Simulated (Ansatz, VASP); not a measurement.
**One calculation of Ag, two programs**

```
CELL_PARAMETERS angstrom
3.11610 0.00000 0.00000
-1.55805 2.69863 0.00000
0.00000 0.00000 10.28297
ATOMIC_POSITIONS crystal
Ag 0.33333 0.66667 0.25000
Ag 0.66667 0.33333 0.75000
Ag 0.00000 0.00000 0.00000
Ag 0.00000 0.00000 0.50000
```

Alike in both runs: task single point; functional BLYP; k mesh 14 × 14 × 4; occupations fermi-dirac, width 0.1 eV; no spin polarisation.

|  | VASP | Ansatz |
| --- | --- | --- |
| version | VASP 6.6.1 | Ansatz 0.2.0 |
| potentials or method | VASP PAW PBE potentials, release 64 (Ag), cutoff 520 eV | plane waves (420 eV) with PAW, scalar-relativistic |
| valence electrons in the cell | 44 | 76 |

VASP gave:

| Quantity | Value |
| --- | --- |
| pressure (GPa) | -5.5 |
| traceless stress, the component that is largest in VASP (GPa) | -0.22 |

Problem. Which values does Ansatz return?

Solution. Pressure (GPa): -5.6; traceless stress, the component that is largest in VASP (GPa): -0.21.

VASP's potentials were made for PBE, not for BLYP. VASP's potentials hold 44 valence electrons a cell and Ansatz's 76, so a difference there can come from the potentials and not from the codes.
